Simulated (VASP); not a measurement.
Write the native input for VASP 6.6.1 that does the following.

```
Task                   : single point
Functional             : PBE
Dispersion             : D3(BJ)
Potentials or basis    : VASP PAW PBE potentials, release 64 (Si)
Cutoff                 : 500 eV
k mesh                 : 6 × 6 × 6
Occupations            : gaussian, width 0.1 eV
Spin                   : no spin polarisation
Dipole correction      : no
Further INCAR settings : ALGO = Normal; EDIFF = 1e-06; NBANDS = 11
```

The structure of Si lies in POSCAR:

```
Si
1.0
    0.0000000000      2.7185000000      2.7185000000
    2.7185000000      0.0000000000      2.7185000000
    2.7185000000      2.7185000000      0.0000000000
Si
2
Direct
    0.5000000000      0.5000000000      0.5000000000
    0.7500000000      0.7500000000      0.7500000000
```

One way to write it, as run:

INCAR

```
PREC = Accurate ; ENCUT = 500
EDIFF = 1E-6 ; ISMEAR = 0
SIGMA = 0.1 ; LREAL = False
LASPH = True ; NELM = 120
ALGO = Normal ; ISIF = 2
LWAVE = False ; LCHARG = False
GGA = PE ; IVDW = 12
NBANDS = 11 ; GGA_COMPAT = False
```

KPOINTS

```
regular mesh
0
Gamma
  6 6 6
```

Potentials or basis: VASP PAW PBE potentials, release 64 (Si).

Run with:

```bash
$ cat potpaw_PBE.64/Si/POTCAR > POTCAR
$ mpirun -np 1 vasp_std > vasp.out
```

It gave:

| Quantity | Value |
| --- | --- |
| Pressure | -0.8 GPa |
| Band gap on the k mesh | 0.71 eV (least direct gap 2.56 eV) |
| Dispersion energy per atom | -0.313 eV |

Run time: 6.3 s on 1 thread of Intel Xeon 8259CL, on a shared host, peak memory 0.15 GiB.
